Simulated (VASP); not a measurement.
Wanted: the native input for a VASP 6.6.1 run.

| Item | Value |
| --- | --- |
| Task | single point |
| Functional | PBE |
| Potentials or basis | VASP PAW PBE potentials, release 64 (Cl, Na_pv) |
| Cutoff | 520 eV |
| k mesh | 6 × 6 × 6 |
| Occupations | fermi-dirac, width 0.06 eV |
| Spin | no spin polarisation |
| Dipole correction | no |
| Further INCAR settings | ALGO = Normal; EDIFF = 1e-06; NBANDS = 14 |

The structure of NaCl lies in POSCAR:

```
NaCl
1.0
    0.0000000000      2.7940632177      2.7940632177
    2.7940632177      0.0000000000      2.7940632177
    2.7940632177      2.7940632177      0.0000000000
Cl Na
1 1
Direct
    0.5000000000      0.5000000000      0.5000000000
    0.0000000000      0.0000000000      0.0000000000
```

These files were run (other wordings do the same):

INCAR

```
  PREC = Accurate
  ENCUT = 520
  EDIFF = 1E-6
  ISMEAR = -1
  SIGMA = 0.06
  LREAL = False
  LASPH = True
  NELM = 100
  ALGO = Normal
  ISIF = 2
  LWAVE = False
  LCHARG = True
  GGA = PE
  LELF = True
  LVHAR = True
  NBANDS = 14
```

KPOINTS

```
regular mesh
0
Gamma
  6 6 6
```

Potentials or basis: VASP PAW PBE potentials, release 64 (Cl, Na_pv).

Command:

```sh
$ cat potpaw_PBE.64/Cl/POTCAR potpaw_PBE.64/Na_pv/POTCAR > POTCAR
$ mpirun -np 1 vasp_std > vasp.out
```

It gave:

| Quantity | Value |
| --- | --- |
| Pressure | 1.5 GPa |
| Band gap on the k mesh | 5.22 eV, direct |

Run time: 5.3 s on 1 thread of Intel(R) Xeon(R) Platinum 8481C CPU @ 2.70GHz (Sapphire Rapids) (shared host), peak memory 0.15 GiB.
